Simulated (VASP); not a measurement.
The system is DyMgF.

```
Dy Mg F
1.0
     3.28838    0.00000    0.00000
     0.00000    5.82797    0.00000
     0.00000    0.00000    6.44488
Dy Mg F
2 2 2
Direct
  0.00000 0.00000 0.91210
  0.50000 0.50000 0.08790
  0.00000 0.50000 0.64889
  0.50000 0.00000 0.35111
  0.00000 0.00000 0.54799
  0.50000 0.50000 0.45201
```

The cell was generated, and may not be a known phase.

- Program: VASP 6.6.1
- Task: relaxation of cell and atoms
- Functional: PBE
- Potentials or basis: VASP PAW PBE potentials, release 64 (Dy_3, Mg, F), 4f in core
- Cutoff: 600 eV
- k mesh: 6 × 4 × 4
- Occupations: gaussian, width 0.1 eV
- Spin: no spin polarisation

At the start: pressure 1.1 GPa; volume 20.59 Å³/atom.

How do energy, volume and symmetry change on relaxing?

Over 7 steps the energy falls by 5.3 meV/atom and the volume is 20.85 Å³/atom (+1.3 %); space group Pmmn (No. 59, to 0.1 Å) before and after.

Step by step:
```csv
step,energy change (eV),largest force (eV/Å),pressure (GPa),volume (Å³)
1,0.0000,0.0285,1.14,123.51
2,-0.0266,0.0285,-0.24,126.14
3,-0.0269,0.0293,-0.42,126.51
4,-0.0304,0.0422,-0.19,125.76
5,-0.0311,0.0581,-0.04,125.29
6,-0.0311,0.0590,-0.03,125.26
7,-0.0315,0.0370,-0.02,125.10
```

Final structure:
```yaml
crystal:
  lattice:
    - [3.24707, 0.00000, 0.00000]
    - [0.00000, 5.83094, 0.00000]
    - [0.00000, 0.00000, 6.60719]
  atoms:
    - { symbol: Dy, position: [0.00000, 0.00000, 0.91170] }
    - { symbol: Dy, position: [0.50000, 0.50000, 0.08830] }
    - { symbol: Mg, position: [0.00000, 0.50000, 0.64958] }
    - { symbol: Mg, position: [0.50000, 0.00000, 0.35042] }
    - { symbol: F, position: [0.00000, 0.00000, 0.54816] }
    - { symbol: F, position: [0.50000, 0.50000, 0.45184] }
```

Caveat: the run has no spin polarisation, though such a crystal can be magnetic.
